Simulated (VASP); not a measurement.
Ni, 1 atom in the cell. Symmetry: Im-3m, No. 229, cubic system. Conventional cell: a = 2.809 Å, b = 2.809 Å, c = 2.809 Å, α = 90.00°, β = 90.00°, γ = 90.00°. Within 3.2 Å of Ni (site symmetry m-3m) lie 14 Ni at 2.43 to 2.81 Å.  This cell differs from its parent crystal: volume scaled by 0.96.

* Program: VASP 6.6.1
* Task: single point
* Functional: BLYP
* Potentials or basis: VASP PAW PBE potentials, release 64 (Ni)
* Cutoff: 520 eV
* k mesh: 17 × 17 × 17
* Occupations: fermi-dirac, width 0.05 eV
* Spin: collinear spin, ferromagnetic start
* Starting moments: [0.589] μB
* Dipole correction: no
* Further INCAR settings: ALGO = Normal; EDIFF = 1e-07; NBANDS = 15

Potentials or basis: VASP PAW PBE potentials, release 64 (Ni).

Command:

```sh
$ cat potpaw_PBE.64/Ni/POTCAR > POTCAR
$ mpirun -np 1 vasp_std > vasp.out
```

Hardware: 1 thread of Intel(R) Xeon(R) Platinum 8124M CPU @ 3.00GHz (Skylake/Cascade Lake) (shared host).

Task: Estimate the wall time of this run.

Result: Run time: 42 s on 1 thread of Intel(R) Xeon(R) Platinum 8124M CPU @ 3.00GHz (Skylake/Cascade Lake), with other jobs on the host, peak memory 0.16 GiB. Counts: scf iterations 15, k points 165.
